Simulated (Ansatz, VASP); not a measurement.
SiO2 in VASP and in Ansatz

```
CELL_PARAMETERS angstrom
-2.83790 2.83790 5.66021
2.83790 -2.83790 5.66021
2.83790 2.83790 -5.66021
ATOMIC_POSITIONS crystal
Si 0.87500 0.26362 0.88862
Si 0.01362 0.62500 0.88862
Si 0.73638 0.12500 0.11138
Si 0.37500 0.98638 0.11138
O 0.63373 0.13373 0.50000
O 0.46788 0.96788 0.93575
O 0.03212 0.53212 0.06425
O 0.11627 0.11627 0.00000
O 0.88373 0.88373 0.00000
O 0.86627 0.36627 0.50000
O 0.28212 0.71788 0.00000
O 0.71788 0.28212 0.00000
```

Alike in both runs: functional LDA; k mesh 7 × 7 × 7; occupations fermi-dirac, width 0.05 eV; no spin polarisation.

|  | VASP | Ansatz |
| --- | --- | --- |
| version | VASP 6.6.1 | Ansatz 0.2.0 |
| potentials or method | VASP PAW LDA potentials, release 64 (Si, O) | Ansatz PAW |
| plane-wave cutoff (eV) | 520 | 420 |
| valence electrons in the cell | 64 | 64 |
| task | single point | band structure |

|  | VASP | Ansatz | Ansatz less VASP |
| --- | --- | --- | --- |
| gap on the k mesh at the Fermi level (eV) | 4.66 | 4.66 | -0.002 |
| least direct gap on the mesh (eV) | 4.66 | 4.66 | -0.002 |
| pressure (GPa) | -5.3 | -5.9 | -0.53 |
| traceless stress, the component that is largest in VASP (GPa) | -0.97 | -1.21 | -0.237 |
| rms of the force components (eV/Å) | 0.165 | 0.180 | +0.0146 |

LDA's correlation is that of Perdew and Zunger in VASP and of Perdew and Wang (1992) in Ansatz. Atom by atom the forces differ by 0.015 eV/Å (rms over components).
